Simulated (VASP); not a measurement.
A run of VASP 6.6.1 is set up as follows.

Contents of INCAR:

```
SYSTEM = Sn
ALGO     = Normal         ! electronic algorithm
EDIFF    = 1E-7           ! SCF threshold, eV
ENCUT    = 520            ! plane-wave cutoff, eV
GGA      = PE             ! functional
GGA_COMPAT= .False.      
ISIF     = 2              ! what is computed and relaxed
ISMEAR   = 0              ! smearing method
LASPH    = .True.         ! aspherical terms in the spheres
LCHARG   = .False.        ! write CHGCAR
LORBIT   = 11             ! projections on sites
LORBMOM  = .True.       
LREAL    = .False.        ! projectors in reciprocal space
LSORBIT  = .True.         ! spin-orbit coupling
LWAVE    = .False.        ! write WAVECAR
MAGMOM   = 0 0 0 0 0 0    ! initial moments
NBANDS   = 40             ! bands
NELM     = 150            ! most SCF steps
PREC     = Accurate       ! precision mode
SIGMA    = 0.05           ! smearing width, eV
```

File KPOINTS:

```
k-points
0
Gamma
  10 10 10
  0 0 0
```

The input POSCAR:

```
Sn
1.0
    0.0000000000      3.2333428000      3.2333428000
    3.2333428000      0.0000000000      3.2333428000
    3.2333428000      3.2333428000      0.0000000000
Sn
2
Direct
    0.5000000000      0.5000000000      0.5000000000
    0.7500000000      0.7500000000      0.7500000000
```

Potentials or basis: VASP PAW PBE potentials, release 64 (Sn_d).

Run with:

```sh
$ cat potpaw_PBE.64/Sn_d/POTCAR > POTCAR
$ mpirun -np 1 vasp_ncl > vasp.out
```

(1) What does it give for the pressure?

(2) Predict the net moment.

## Answers

(1) 3.8 GPa.

(2) 0.00 μB per cell.

Caveat: the cell stands under pressure.
